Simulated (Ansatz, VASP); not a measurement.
**Al2Rh in VASP and in Ansatz**

```
Al Rh
1.0
     2.82793    0.00000    0.00000
     0.00000    2.82793    0.00000
     0.00000    0.00000   12.22719
Al Rh
4 2
Direct
  0.00000 0.50000 0.83472
  0.00000 0.50000 0.33472
  0.50000 0.00000 0.66528
  0.50000 0.00000 0.16528
  0.00000 0.00000 0.50000
  0.50000 0.50000 0.00000
```

Alike in both runs: task single point; functional PBE; k mesh 14 × 14 × 4; occupations gaussian, width 0.1 eV; no spin polarisation.

```csv
,VASP,Ansatz
version,VASP 6.6.1,Ansatz 0.2.0
potentials or method,"VASP PAW PBE potentials, release 64 (Al, Rh_pv)","scalar-relativistic, plane waves, PAW"
plane-wave cutoff (eV),500,420
valence electrons in the cell,42,46
```

Ansatz gave:

```
gap on the k mesh at the Fermi level (eV)                     : none
pressure (GPa)                                                : 0.0
traceless stress, the component that is largest in VASP (GPa) : 0.02
rms of the force components (eV/Å)                            : 0.001
```

Q: Which values does VASP return?

A: gap on the k mesh at the Fermi level (eV): none; pressure (GPa): 0.0; traceless stress, the component that is largest in VASP (GPa): 0.09; rms of the force components (eV/Å): 0.007.

Atom by atom the forces differ by 0.006 eV/Å (rms over components). A gap of «none» marks a metal or a gap that the smearing closes. With one functional, cell and mesh, what is left measures potentials, basis and numerics. VASP's potentials hold 42 valence electrons a cell and Ansatz's 46, so a difference there can come from the potentials and not from the codes.
